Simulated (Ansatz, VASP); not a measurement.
**Two plane-wave programs on ScH3**

```
Sc H
1.0
    -1.66078    1.66078    2.44382
     1.66078   -1.66078    2.44382
     1.66078    1.66078   -2.44382
Sc H
1 3
Direct
  0.00000 0.00000 0.00000
  0.75000 0.25000 0.50000
  0.25000 0.75000 0.50000
  0.50000 0.50000 0.00000
```

Alike in both runs: task single point; functional PBEsol; k mesh 10 × 10 × 10; no spin polarisation.

```csv
,VASP,Ansatz
version,VASP 6.6.1,Ansatz 0.2.0
potentials or method,"VASP PAW PBE potentials, release 64 (Sc_sv, H)","plane waves, PAW"
plane-wave cutoff (eV),520,420
occupations,"methfessel-paxton of order 1, width 0.1 eV","cold, width 0.1 eV"
valence electrons in the cell,14,14
```

Ansatz gave:

```
gap on the k mesh at the Fermi level (eV)                     : none
pressure (GPa)                                                : -3.8
traceless stress, the component that is largest in VASP (GPa) : -0.50
```

Task: Which values does VASP return?

Result: gap on the k mesh at the Fermi level (eV): none; pressure (GPa): -3.6; traceless stress, the component that is largest in VASP (GPa): -0.46.

VASP's potentials were made for PBE, not for PBEsol. A gap of «none» marks a metal or a gap that the smearing closes. Ansatz's warnings: stress scf threshold loose.
